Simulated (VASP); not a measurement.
Wanted: the native input for a VASP 6.6.1 run.

* Task: single point
* Functional: PBE
* Potentials or basis: VASP PAW PBE potentials, release 64 (Al, Ti_sv)
* Cutoff: 520 eV
* k mesh: 3 × 3 × 3
* Occupations: fermi-dirac, width 0.15 eV
* Spin: no spin polarisation
* Dipole correction: no
* Further INCAR settings: LREAL = Auto; ALGO = Normal; EDIFF = 1e-07; NBANDS = 72

The structure of TiAl30 (a cell with a defect) lies in POSCAR:

```
TiAl30
1.0
    8.1000000000      0.0000000000      0.0000000000
    0.0000000000      8.1000000000      0.0000000000
    0.0000000000      0.0000000000      8.1000000000
Al Ti
30 1
Direct
    0.5002187206     -0.0022552222     -0.0023910783
    0.7516175863      0.2480026411      0.0018432421
    0.7515977206      0.0018618318      0.2478409063
   -0.0000300050      0.0032142635      0.0030826905
    0.2486697308      0.2479277936      0.0019409903
    0.4999862547      0.5000935297      0.0020429622
    0.7504948907      0.7486748081      0.0006274619
    0.2487283666      0.0019604763      0.2477683592
    0.5002099109      0.2495797394      0.2493596568
    0.7541310021      0.4958236180      0.2526408155
    0.4999824386      0.0022543751      0.4998502370
    0.7540741738      0.2527383973      0.4956206166
    0.7504675987      0.0009979217      0.7485679126
    0.0001569011      0.4945647292      0.0084156531
    0.2497493575      0.7488162739      0.0009481481
    0.2460314797      0.4957909745      0.2526889206
    0.5001437273      0.7485925308      0.2511113927
    0.0001490061      0.0086427441      0.4943254886
    0.2459656147      0.2528703501      0.4954647462
    0.5000127165      0.5002319637      0.5000797302
    0.7500591771      0.7501427814      0.5008156517
    0.2497343012      0.0009887070      0.7486418428
    0.5000230972      0.2512743297      0.7484630851
    0.7499732533      0.5007812451      0.7500119716
    0.0001589932      0.7489753837      0.2531448489
    0.2499721228      0.7500885932      0.5005625746
    0.0001237782      0.2532666194      0.7488252298
    0.2499430851      0.5009092564      0.7499535009
    0.4999628975      0.7498399659      0.7496427684
    0.0003166767      0.7519536323      0.7517245542
   -0.0001100747      0.5042893461      0.5041968197
```

These files were run (other wordings do the same):

INCAR

```
SYSTEM = TiAl30
ALGO = Normal
EDIFF = 1E-7
ENCUT = 520
GGA = PE
ISIF = 2
ISMEAR = -1
LASPH = .True.
LCHARG = .False.
LREAL = Auto
LWAVE = .False.
NBANDS = 72
NELM = 80
PREC = Accurate
SIGMA = 0.15
```

KPOINTS

```
k-points
0
Gamma
  3 3 3
  0 0 0
```

Potentials or basis: VASP PAW PBE potentials, release 64 (Al, Ti_sv).

The run is started by

```console
$ cat potpaw_PBE.64/Al/POTCAR potpaw_PBE.64/Ti_sv/POTCAR > POTCAR
$ mpirun -np 1 vasp_std > vasp.out
```

Results of the run:

```
Pressure               : -1.3 GPa
Largest force          : 0.010 eV/Å
Band gap on the k mesh : zero (bands 51 and 52 overlap by 0.07 eV)
```

Run time: 24 min on 1 thread of Intel Xeon 8259CL, on a shared host, peak memory 0.68 GiB.
